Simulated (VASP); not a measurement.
Write the native input for VASP 6.6.1 that does the following.

- Task: single point
- Functional: HSE06
- Potentials or basis: VASP PAW PBE potentials, release 64 (Ba_sv, Te)
- Cutoff: 520 eV
- k mesh: 4 × 4 × 4
- Occupations: gaussian, width 0.01 eV
- Spin: no spin polarisation
- Dipole correction: no
- Grid for exact exchange (PRECFOCK): Normal
- Further INCAR settings: ALGO = Normal; EDIFF = 1e-07; NBANDS = 15
- Share of exact exchange: 0.25
- Screening parameter: 0.2079 1/Å

Crystal: BaTe.

```
Ba Te
1.0
     0.00000    3.73621    3.53239
     3.73621    0.00000    3.53239
     3.73621    3.73621    0.00000
Ba Te
1 1
Direct
  0.00000 0.00000 0.00000
  0.50000 0.50000 0.50000
```

This cell differs from its parent crystal: biaxial xy strain +5.8%.

One way to write it, as run:

POSCAR

```
BaTe
1.0
    0.0000000000      3.7362055650      3.5323868441
    3.7362055650      0.0000000000      3.5323868441
    3.7362055650      3.7362055650      0.0000000000
Ba Te
1 1
Direct
    0.0000000000      0.0000000000      0.0000000000
    0.5000000000      0.5000000000      0.5000000000
```

INCAR.step1

```
PREC = Accurate
ENCUT = 520
EDIFF = 1E-5
ISMEAR = 0
SIGMA = 0.01
LREAL = False
LASPH = True
NELM = 100
ALGO = Normal
ISIF = 2
LWAVE = True
LCHARG = False
NBANDS = 15
GGA = PE
```

INCAR.step2

```
PREC = Accurate
ENCUT = 520
EDIFF = 1E-7
ISMEAR = 0
SIGMA = 0.01
LREAL = False
LASPH = True
NELM = 100
ALGO = Normal
ISIF = 2
LWAVE = False
LCHARG = False
GGA = PE
LHFCALC = True
HFSCREEN = 0.2079
PRECFOCK = Normal
NBANDS = 15
ISTART = 1
```

KPOINTS

```
regular mesh
0
Gamma
  4 4 4
```

Potentials or basis: VASP PAW PBE potentials, release 64 (Ba_sv, Te).

Command:

```console
$ cat potpaw_PBE.64/Ba_sv/POTCAR potpaw_PBE.64/Te/POTCAR > POTCAR
$ cp INCAR.step1 INCAR
$ mpirun -np 1 vasp_std > vasp.out
$ cp INCAR.step2 INCAR
$ mpirun -np 1 vasp_std > vasp.out
```

It gave:

```yaml
Pressure: -2.5 GPa
Band_gap_on_the_k_mesh: 2.45 eV (least direct gap 2.86 eV)
```

Caveat: the cell differs from its parent crystal (biaxial xy strain +5.8%); the PAW data sets were made with another functional, which shifts forces and pressure a little; spin-orbit coupling is left out, which moves the levels of the heavy elements.

It took 31 min on 1 thread of Oxide Virtual Turin-like Processor, with other jobs on the host, peak memory 0.33 GiB.
